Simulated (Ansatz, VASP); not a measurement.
## CoO: VASP beside Ansatz

File INCAR:

```
  ALGO = Normal
  EDIFF = 1E-7
  ENCUT = 520
  ISIF = 2
  ISMEAR = -1
  ISPIN = 2
  LASPH = True
  LCHARG = False
  LMAXMIX = 4
  LORBIT = 11
  LREAL = False
  LWAVE = False
  MAGMOM = 2 0
  NBANDS = 18
  NELM = 150
  PREC = Accurate
  SIGMA = 0.05
```

The input KPOINTS:

```
k-points
0
Gamma
  11 11 11
```

POSCAR

```
CoO
1.0
    0.0000000000      2.0879877907      2.0879877907
    2.0879877907      0.0000000000      2.0879877907
    2.0879877907      2.0879877907      0.0000000000
Co O
1 1
Direct
    0.0000000000      0.0000000000      0.0000000000
    0.5000000000      0.5000000000      0.5000000000
```

File input.yaml:

```yaml
crystal:
  lattice:
    - [0.0, 2.0879877907, 2.0879877907]
    - [2.0879877907, 0.0, 2.0879877907]
    - [2.0879877907, 2.0879877907, 0.0]
  atoms:
    - { symbol: Co, position: [0.0, 0.0, 0.0], spin: 2.0 }
    - { symbol: O, position: [0.5, 0.5, 0.5] }
kpoints:
  mp_grid: { grid: [11, 11, 11] }
scf:
  occupations: { method: fermi_dirac, width: 0.05 }
hamiltonian:
  xc: lda
  pseudopotentials: { kind: all_electron, lapw: { basis_error: 0.001 } }
magnetization:
  spin_polarized: true
output:
  forces: true
  stress: true
  eigenvalues: true
```

Change from the starting cell: volume scaled by 0.94.

Alike in both runs: task single point; functional LDA; k mesh 11 × 11 × 11; occupations fermi-dirac, width 0.05 eV; collinear spin.

```csv
,VASP,Ansatz
version,VASP 6.6.1,Ansatz 0.2.0
potentials or method,"VASP PAW LDA potentials, release 64 (Co, O), cutoff 520 eV","all-electron LAPW, scalar-relativistic"
```

```tsv
	VASP	Ansatz	Ansatz less VASP
gap on the k mesh at the Fermi level (eV)	none	none	-
pressure (GPa)	-14.6	-11.8	+2.78
net moment per atom (μB)	1.17	1.29	+0.127
size of the moment on the site where the two differ most (μB)	2.08	2.29	+0.208
```

The net moments are unlike, so the other rows may belong to different states. LDA's correlation is that of Perdew and Zunger in VASP and of Perdew and Wang (1992) in Ansatz. Site moments also hang on the region over which each program counts them. A gap of «none» marks a metal or a gap that the smearing closes. Ansatz ran all-electron here, and VASP with PAW potentials.
